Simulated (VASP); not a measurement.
# Re2B (Pnnm) in VASP: single point with PBE

Aim: the single point of Re2B with PBE.

All numbers are computed with VASP 6.6.1; they aren't measurements. Logs are shortened: lines on timing, memory, paths and dates and some standing lists are left out, and cuts for length are marked.

### Step 1. The cell of the first run

It takes space group Pnnm (No. 58, orthorhombic). The conventional cell has a = 4.728 Å, b = 5.153 Å, c = 3.065 Å, α = 90.00°, β = 90.00°, γ = 90.00°. Re (site symmetry m) has 3 B at 2.12 to 2.15 Å and 1 Re at 2.63 Å within 2.8 Å. Within 2.8 Å of B (site symmetry 2/m) lie 6 Re at 2.12 to 2.15 Å.

### Step 2. Single point, PBE

File INCAR:

```
ALGO = Normal
EDIFF = 1E-6
ENCUT = 1230
GGA = PE
GGA_COMPAT = F
ISIF = 2
ISMEAR = 0
LASPH = T
LCHARG = F
LREAL = F
LWAVE = F
NBANDS = 42
NELM = 120
PREC = Accurate
SIGMA = 0.1
```

File KPOINTS:

```
k-points
0
Gamma
  4 4 6
```

File POSCAR:

```
Re2B
1.0
    4.7275823569      0.0000000000      0.0000000000
    0.0000000000      5.1532043349      0.0000000000
    0.0000000000      0.0000000000      3.0648182050
Re B
4 2
Direct
    0.2674177135      0.8591651892      0.5000000000
    0.7674177135      0.6408348108      0.0000000000
    0.7325822865      0.1408348108      0.5000000000
    0.2325822865      0.3591651892      0.0000000000
    0.5000000000      0.5000000000      0.5000000000
    0.0000000000      0.0000000000      0.0000000000
```

Potentials or basis: VASP PAW PBE potentials, release 64 (Re_sv_GW, B_h).

The run is started by

```console
$ cat potpaw_PBE.64/Re_sv_GW/POTCAR potpaw_PBE.64/B_h/POTCAR > POTCAR
$ mpirun -np 1 vasp_std > vasp.out
```

OUTCAR:

```text
EDIFF = 1E-6
   ENCUT = 1230
   GGA = PE
   ISIF = 2
   ISMEAR = 0
   LASPH = T
   LREAL = F
   NELM = 120
   PREC = Accurate

 ion  position               nearest neighbor table
   1  0.267  0.859  0.500-   6 2.12   6 2.12   5 2.15   3 2.63   3 2.92   4 3.00   4 3.00   4 3.00
                             4 3.00   2 3.03   2 3.03   2 3.03   2 3.03
   2  0.767  0.641  0.000-   5 2.12   5 2.12   6 2.15   4 2.63   4 2.92   3 3.00   3 3.00   3 3.00
                             3 3.00   1 3.03   1 3.03   1 3.03   1 3.03
   3  0.733  0.141  0.500-   6 2.12   6 2.12   5 2.15   1 2.63   1 2.92   2 3.00   2 3.00   2 3.00
                             2 3.00   4 3.03   4 3.03   4 3.03   4 3.03
   4  0.233  0.359  0.000-   5 2.12   5 2.12   6 2.15   2 2.63   2 2.92   1 3.00   1 3.00   1 3.00
                             1 3.00   3 3.03   3 3.03   3 3.03   3 3.03
   5  0.500  0.500  0.500-   2 2.12   4 2.12   2 2.12   4 2.12   3 2.15   1 2.15
   6  0.000  0.000  0.000-   1 2.12   3 2.12   1 2.12   3 2.12   2 2.15   4 2.15

  LATTYP: Found a simple orthorhombic cell.
 ALAT       =     3.0648182050
 B/A-ratio  =     1.5425327183
 C/A-ratio  =     1.6814062010

  Lattice vectors:

 A1 = (   0.0000000000,   0.0000000000,   3.0648182050)
 A2 = (   4.7275823569,   0.0000000000,   0.0000000000)
 A3 = (   0.0000000000,   5.1532043349,   0.0000000000)

Analysis of symmetry for initial positions (statically):
=====================================================================
 Subroutine PRICEL returns:
 Original cell was already a primitive cell.

 Routine SETGRP: Setting up the symmetry group for a
 simple orthorhombic supercell.

 Subroutine GETGRP returns: Found  8 space group operations
 (whereof  4 operations were pure point group operations)
 out of a pool of  8 trial point group operations.

The static configuration has the point symmetry C_2h.
 The point group associated with its full space group is D_2h.

Analysis of symmetry for dynamics (positions and initial velocities):
=====================================================================
 Subroutine PRICEL returns:
 Original cell was already a primitive cell.

 Routine SETGRP: Setting up the symmetry group for a
 simple orthorhombic supercell.

 Subroutine GETGRP returns: Found  8 space group operations
 (whereof  4 operations were pure point group operations)
 out of a pool of  8 trial point group operations.

The dynamic configuration has the point symmetry C_2h.
 The point group associated with its full space group is D_2h.

 Subroutine INISYM returns: Found  8 space group operations
 (whereof  4 operations are pure point group operations),
 and found     1 'primitive' translations

----------------------------------------------------------------------------------------

                                     Primitive cell

  volume of cell :      74.6657

  direct lattice vectors                    reciprocal lattice vectors
     4.727582357  0.000000000  0.000000000     0.211524607  0.000000000  0.000000000
     0.000000000  5.153204335  0.000000000     0.000000000  0.194054017  0.000000000
     0.000000000  0.000000000  3.064818205     0.000000000  0.000000000  0.326283627

  length of vectors
     4.727582357  5.153204335  3.064818205     0.211524607  0.194054017  0.326283627

  position of ions in fractional coordinates (direct lattice)
     0.267417714  0.859165189  0.500000000
     0.767417714  0.640834811  0.000000000
     0.732582286  0.140834811  0.500000000
     0.232582286  0.359165189  0.000000000
     0.500000000  0.500000000  0.500000000
     0.000000000  0.000000000  0.000000000

  ion indices of the primitive-cell ions
   primitive index   ion index
                 1           1
                 2           2
                 3           3
                 4           4
                 5           5
                 6           6

----------------------------------------------------------------------------------------

 KPOINTS: k-points

Automatic generation of k-mesh.
 Grid dimensions read from file:
 generate k-points for:    4    4    6

 Generating k-lattice:

  Cartesian coordinates                     Fractional coordinates (reciprocal lattice)
     0.052881152  0.000000000  0.000000000     0.250000000  0.000000000  0.000000000
     0.000000000  0.048513504  0.000000000     0.000000000  0.250000000  0.000000000
     0.000000000  0.000000000  0.054380604     0.000000000  0.000000000  0.166666667

  Length of vectors
     0.052881152  0.048513504  0.054380604

  Shift w.r.t. Gamma in fractional coordinates (k-lattice)
     0.000000000  0.000000000  0.000000000

 Subroutine IBZKPT returns following result:
 ===========================================

 Found     36 irreducible k-points:

 Following reciprocal coordinates:
            Coordinates               Weight
  0.000000  0.000000  0.000000      1.000000
  0.250000  0.000000  0.000000      2.000000
  0.500000  0.000000  0.000000      1.000000
  0.000000  0.250000  0.000000      2.000000
  0.250000  0.250000  0.000000      4.000000
  0.500000  0.250000  0.000000      2.000000
[... 16 lines left out ...]
  0.250000  0.250000  0.333333      8.000000
  0.500000  0.250000  0.333333      4.000000
 [... further k-points ...]
   k-points           NKPTS =     36   k-points in BZ     NKDIM =     36   number of bands    NBANDS=     42
   number of dos      NEDOS =    301   number of ions     NIONS =      6
   total plane-waves  NPLWV = 116640
   dimension x,y,z NGX =    54 NGY =   60 NGZ =   36
   dimension x,y,z NGXF=   108 NGYF=  120 NGZF=   72
   ions per type =               4   2
   NGX,Y,Z   is equivalent  to a cutoff of  18.99, 19.36, 19.53 a.u.
   NGXF,Y,Z  is equivalent  to a cutoff of  37.98, 38.71, 39.06 a.u.
 SYSTEM =  unknown system
   PREC   = accura    normal or accurate (medium, high low for compatibility)
   ISTART =      0    job   : 0-new  1-cont  2-samecut
   ICHARG =      2    charge: 1-file 2-atom 10-const
   ISPIN  =      1    spin polarized calculation?
   LNONCOLLINEAR =      F non collinear calculations
   LSORBIT =      F    spin-orbit coupling
   LASPH  =      T    aspherical Exc in radial PAW
   ENCUT  = 1230.0 eV  90.40 Ry    9.51 a.u.  13.52 14.74  8.76*2*pi/ulx,y,z
   NELM   =    120;   NELMIN=  2; NELMDL= -5     # of ELM steps
   EDIFF  = 0.1E-05   stopping-criterion for ELM
   LREAL  =      F    real-space projection
   EDIFFG = 0.1E-04   stopping-criterion for IOM
   NSW    =      0    number of steps for IOM
   IBRION =     -1    ionic relax: 0-MD 1-quasi-New 2-CG
   NFREE  =      0    steps in history (QN), initial steepest desc. (CG)
   ISIF   =      2    stress and relaxation
   ISYM   =      2    0-nonsym 1-usesym 2-fastsym
   POTIM  = 0.5000    time-step for ionic-motion
   TEBEG  =    0.0;   TEEND  =   0.0 temperature during run
   PSTRESS=    0.0 pullay stress
   NELECT =      66.0000    total number of electrons
   NUPDOWN=      -1.0000    fix difference up-down
   EMIN   =  10.00;   EMAX   =-10.00  energy-range for DOS
   EFERMI =   0.00;   METHOD = LEGACY
   ISMEAR =     0;   SIGMA  =   0.10  broadening in eV -4-tet -1-fermi 0-gaus
   EFERMI_NEDOS =   21; number of points for ismear=-14 and -15
   IALGO  =     38    algorithm
   IMIX   =      4    mixing-type and parameters
     AMIX     =   0.40;   BMIX     =  1.00
     AMIX_MAG =   1.60;   BMIX_MAG =  1.00
  volume/ion in A,a.u.               =      12.44        83.98
  Fermi-wavevector in a.u.,A,eV,Ry     =   1.571143  2.969030 33.585855  2.468491
  Thomas-Fermi vector in A             =   2.672771
   LORBIT       =      0    0 simple, 1 ext, 2 COOP (PROOUT), +10 PAW based schemes
   GGA     = PE    functional components
   LHFCALC =     F    Hartree Fock is set to
   AEXX    =    0.0000 exact exchange contribution
   IVDW    =     0    specifies the selected vdW correction
   LEPSILON=     F    determine dielectric tensor
   LRPA    =     F    only Hartree local field effects (RPA)
 non-spin polarized calculation
 Gauss-broadening in eV      SIGMA  =   0.10
  energy-cutoff  :     1230.00
  volume of cell :       74.67
 maximum number of plane-waves:      7354
   NGX = 27   NGY = 29   NGZ = 17

 number of electron      65.9999999 magnetization

 Free energy of the ion-electron system (eV)
  ---------------------------------------------------
  ext. energy  EPLUGINS =         0.00000000
  ---------------------------------------------------
  free energy    TOTEN  =       -69.44369759 eV

  energy without entropy =      -69.42200231  energy(sigma->0) =      -69.43284995

 E-fermi :  12.3392     XC(G=0): -13.6301

 val. band max:       12.3383105961   @ k =   0.2500   0.0000   0.3333
 cond. band min:      12.3752633068   @ k =   0.2500   0.2500   0.3333
 fundamental gap:      0.0369527107
 Fermi energy:        12.3391591511

 k-point     1 :       0.0000    0.0000    0.0000
  band No.  band energies     occupation
      1     -68.2346      2.00000
      2     -68.1896      2.00000
      3     -68.1717      2.00000
      4     -68.1684      2.00000
      5     -30.4736      2.00000
      6     -30.2897      2.00000
[... 34 lines left out ...]
     41      16.0290      0.00000
     42      16.5808      0.00000

 k-point     2 :       0.2500    0.0000    0.0000
  band No.  band energies     occupation
      1     -68.2266      2.00000
      2     -68.1923      2.00000
      3     -68.1750      2.00000
      4     -68.1703      2.00000
      5     -30.4022      2.00000
      6     -30.3465      2.00000
[... 34 lines left out ...]
     41      16.4638      0.00000
     42      16.9571      0.00000

 k-point     3 :       0.5000    0.0000    0.0000
  band No.  band energies     occupation
      1     -68.2078      2.00000
      2     -68.2078      2.00000
      3     -68.1743      2.00000
      4     -68.1743      2.00000
      5     -30.4120      2.00000
      6     -30.4120      2.00000
[... 897 lines left out ...]
      4     -68.1658      2.00000
      5     -30.3388      2.00000
      6     -30.3276      2.00000
[... 34 lines left out ...]
     41      16.9443      0.00000
     42      17.5238      0.00000

 k-point    24 :       0.5000    0.2500    0.3333
  band No.  band energies     occupation
      1     -68.1965      2.00000
      2     -68.1965      2.00000
      3     -68.1721      2.00000
      4     -68.1721      2.00000
      5     -30.3349      2.00000
      6     -30.3349      2.00000
[... 34 lines left out ...]
     41      17.5134      0.00000
     42      17.5134      0.00000

 [... further k-points ...]
[... 5 lines left out ...]
  --------------------------------------------------------------------------------------
  -------------------------------------------------------------------------------------
  Total       -0.0327138      0.1417936      0.0647870     -0.0000000      0.0000000      0.0000000
  in kB       -0.7019720      3.0426087      1.3901989     -0.0000000      0.0000000      0.0000000
  external PRESSURE =       1.2436119 kB  Pullay stress =       0.0000000 kB

 VOLUME and BASIS-vectors are now :
 -----------------------------------------------------------------------------
  energy-cutoff  :     1230.00
  volume of cell :       74.67
      direct lattice vectors                 reciprocal lattice vectors
     4.727582357  0.000000000  0.000000000     0.211524607  0.000000000  0.000000000
     0.000000000  5.153204335  0.000000000     0.000000000  0.194054017  0.000000000
     0.000000000  0.000000000  3.064818205     0.000000000  0.000000000  0.326283627

 POSITION                                       TOTAL-FORCE (eV/Angst)
 -----------------------------------------------------------------------------------
      1.26424      4.42745      1.53241        -0.011832     -0.005751      0.000000
      3.62803      3.30235      0.00000        -0.011832      0.005751      0.000000
      3.46334      0.72575      1.53241         0.011832      0.005751     -0.000000
      1.09955      1.85085      0.00000         0.011832     -0.005751     -0.000000
      2.36379      2.57660      1.53241         0.000000     -0.000000      0.000000
      0.00000      0.00000      0.00000         0.000000     -0.000000      0.000000
 -----------------------------------------------------------------------------------
    total drift:                                0.000000      0.000000      0.000000

  FREE ENERGIE OF THE ION-ELECTRON SYSTEM (eV)
  ---------------------------------------------------
  free  energy   TOTEN  =       -69.4436975926 eV

  energy  without entropy=      -69.4220023084  energy(sigma->0) =      -69.43284995
```

Wall time 6.5 min (1 thread of Intel Xeon Platinum 8259CL at 2.50GHz (Skylake/Cascade Lake), shared host); peak memory 0.56 GiB.

Results:

| Property | Result |
| --- | --- |
| Free energy | -69.4437 eV |
| Pressure | 0.1 GPa |
| Largest force | 0.013 eV/Å |
| Band gap on the k mesh | zero (bands 33 and 34 overlap by 2.36 eV) |

Forces on the atoms (eV/Å):
```
Re  -0.012 -0.006  0.000
Re  -0.012  0.006  0.000
Re   0.012  0.006  0.000
Re   0.012 -0.006  0.000
B    0.000  0.000  0.000
B    0.000  0.000  0.000
```

Stress tensor (GPa, compression positive):
```
-0.07  0.00  0.00
 0.00  0.30  0.00
 0.00  0.00  0.14
```

Caveat: spin-orbit coupling is left out, which moves the levels of the heavy elements.

The gap in the log of VASP goes by the Fermi energy; the results here count the filled bands.